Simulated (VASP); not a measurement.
# InSb in VASP: notebook, part 2 of 3

VASP 6.6.1. The steps go on from the part before.

### Step 4. Single point, PBE (strain +0.080 along x and y, +0.080 along z)

Contents of INCAR:

```
SYSTEM = InSb
PREC = Accurate
ENCUT = 520
EDIFF = 1E-7
ISMEAR = 0
SIGMA = 0.15
LREAL = .False.
LASPH = .True.
NELM = 80
ALGO = Normal
ISIF = 2
LWAVE = .False.
LCHARG = .False.
GGA = PE
NBANDS = 16
```

Contents of KPOINTS:

```
regular mesh
0
Gamma
  16 16 16
  0 0 0
```

Contents of POSCAR:

```
InSb
1.0
    0.0000000000      3.5828189905      3.5828189905
    3.5828189905      0.0000000000      3.5828189905
    3.5828189905      3.5828189905      0.0000000000
In Sb
1 1
Direct
    0.0000000000      0.0000000000      0.0000000000
    0.7500000000      0.7500000000      0.7500000000
```

Potentials or basis: VASP PAW PBE potentials, release 64 (In_d, Sb).

The run is started by

```console
> cat potpaw_PBE.64/In_d/POTCAR potpaw_PBE.64/Sb/POTCAR > POTCAR
> mpirun -np 1 vasp_std > vasp.out
```

OUTCAR:

```text
SYSTEM = InSb
   PREC = Accurate
   ENCUT = 520
   EDIFF = 1E-7
   ISMEAR = 0
   LREAL = .False.
   LASPH = .True.
   NELM = 80
   ISIF = 2
   GGA = PE

 ion  position               nearest neighbor table
   1  0.000  0.000  0.000-   2 3.10   2 3.10   2 3.10   2 3.10
   2  0.750  0.750  0.750-   1 3.10   1 3.10   1 3.10   1 3.10

  LATTYP: Found a face centered cubic cell.
 ALAT       =     7.1656379810

  Lattice vectors:

 A1 = (   0.0000000000,   3.5828189905,   3.5828189905)
 A2 = (   3.5828189905,   0.0000000000,   3.5828189905)
 A3 = (   3.5828189905,   3.5828189905,   0.0000000000)

Analysis of symmetry for initial positions (statically):
=====================================================================
 Subroutine PRICEL returns:
 Original cell was already a primitive cell.

 Routine SETGRP: Setting up the symmetry group for a
 face centered cubic supercell.

 Subroutine GETGRP returns: Found 24 space group operations
 (whereof 24 operations were pure point group operations)
 out of a pool of 48 trial point group operations.

The static configuration has the point symmetry T_d .

Analysis of symmetry for dynamics (positions and initial velocities):
=====================================================================
 Subroutine PRICEL returns:
 Original cell was already a primitive cell.

 Routine SETGRP: Setting up the symmetry group for a
 face centered cubic supercell.

 Subroutine GETGRP returns: Found 24 space group operations
 (whereof 24 operations were pure point group operations)
 out of a pool of 48 trial point group operations.

The dynamic configuration has the point symmetry T_d .

 Subroutine INISYM returns: Found 24 space group operations
 (whereof 24 operations are pure point group operations),
 and found     1 'primitive' translations

----------------------------------------------------------------------------------------

[... 105 lines left out ...]
   EMIN   =  10.00;   EMAX   =-10.00  energy-range for DOS
   EFERMI =   0.00;   METHOD = LEGACY
   ISMEAR =     0;   SIGMA  =   0.15  broadening in eV -4-tet -1-fermi 0-gaus
   EFERMI_NEDOS =   21; number of points for ismear=-14 and -15
   IALGO  =     38    algorithm
   IMIX   =      4    mixing-type and parameters
     AMIX     =   0.40;   BMIX     =  1.00
     AMIX_MAG =   1.60;   BMIX_MAG =  1.00
  volume/ion in A,a.u.               =      45.99       310.36
  Fermi-wavevector in a.u.,A,eV,Ry     =   0.950453  1.796096 12.290980  0.903362
  Thomas-Fermi vector in A             =   2.078832
   LORBIT       =      0    0 simple, 1 ext, 2 COOP (PROOUT), +10 PAW based schemes
   GGA     = PE    functional components
   LHFCALC =     F    Hartree Fock is set to
   AEXX    =    0.0000 exact exchange contribution
   IVDW    =     0    specifies the selected vdW correction
   LEPSILON=     F    determine dielectric tensor
   LRPA    =     F    only Hartree local field effects (RPA)
 non-spin polarized calculation
 Gauss-broadening in eV      SIGMA  =   0.15
  energy-cutoff  :      520.00
  volume of cell :       91.98
 maximum number of plane-waves:      2502
 NGX is ok and might be reduce to    40
   NGX = 19   NGY = 19   NGZ = 19

 number of electron      17.9999996 magnetization

 Free energy of the ion-electron system (eV)
  ---------------------------------------------------
  ext. energy  EPLUGINS =         0.00000000
  ---------------------------------------------------
  free energy    TOTEN  =        -6.59764027 eV

  energy without entropy =       -6.59618825  energy(sigma->0) =       -6.59691426

 E-fermi :   2.4769     XC(G=0):  -7.4563

 val. band max:        2.4128977162   @ k =   0.0000   0.0000   0.0000
 cond. band min:       2.5153728032   @ k =   0.0625   0.0000   0.0000
 fundamental gap:      0.1024750871
 Fermi energy:         2.4769122174

 k-point     1 :       0.0000    0.0000    0.0000
  band No.  band energies     occupation
      1     -11.8107      2.00000
      2     -11.8106      2.00000
      3     -11.8106      2.00000
      4     -11.7825      2.00000
      5     -11.7825      2.00000
      6      -6.7844      2.00000
[... 433 lines left out ...]
      3     -11.8097      2.00000
      4     -11.7827      2.00000
      5     -11.7824      2.00000
      6      -6.7271      2.00000
[... 8 lines left out ...]
     15       9.5323      0.00000
     16       9.8196      0.00000

 [... further k-points ...]
[... 5 lines left out ...]
  --------------------------------------------------------------------------------------
  -------------------------------------------------------------------------------------
  Total       -2.7507827     -2.7507827     -2.7507827      0.0000000     -0.0000000     -0.0000000
  in kB      -47.9139821    -47.9139821    -47.9139821      0.0000000     -0.0000000     -0.0000000
  external PRESSURE =     -47.9139821 kB  Pullay stress =       0.0000000 kB

 VOLUME and BASIS-vectors are now :
 -----------------------------------------------------------------------------
  energy-cutoff  :      520.00
  volume of cell :       91.98
      direct lattice vectors                 reciprocal lattice vectors
     0.000000000  3.582818990  3.582818990    -0.139554915  0.139554915  0.139554915
     3.582818990  0.000000000  3.582818990     0.139554915 -0.139554915  0.139554915
     3.582818990  3.582818990  0.000000000     0.139554915  0.139554915 -0.139554915

 POSITION                                       TOTAL-FORCE (eV/Angst)
 -----------------------------------------------------------------------------------
      0.00000      0.00000      0.00000         0.000000      0.000000      0.000000
      5.37423      5.37423      5.37423        -0.000000     -0.000000     -0.000000
 -----------------------------------------------------------------------------------
    total drift:                                0.000000      0.000000      0.000000

  FREE ENERGIE OF THE ION-ELECTRON SYSTEM (eV)
  ---------------------------------------------------
  free  energy   TOTEN  =        -6.5976402676 eV

  energy  without entropy=       -6.5961882536  energy(sigma->0) =       -6.59691426
```

stdout:

```text
POSCAR found type information on POSCAR InSb
 POSCAR found :  2 types and       2 ions
 scaLAPACK will be used
 LDA part: xc-table for (Slater+PW92), standard interpolation
 POSCAR, INCAR and KPOINTS ok, starting setup
 FFT: planning ... GRIDC
 FFT: planning ... GRID_SOFT
 FFT: planning ... GRID
 WAVECAR not read
 entering main loop
```

Run time: 90 s. Hardware: 1 thread of Intel Xeon 6975P-C (Granite Rapids), shared host; peak memory 0.4 GiB.

Results:

| Item | Value |
| --- | --- |
| Free energy | -6.5976 eV |
| Pressure | -4.8 GPa |
| Band gap on the k mesh | zero (filled and empty bands touch) |

Caveat: the cell differs from its parent crystal (strain +0.080 along x and y, +0.080 along z); spin-orbit coupling is left out, which moves the levels of the heavy elements.

(Part 2 of 3 ends here.)
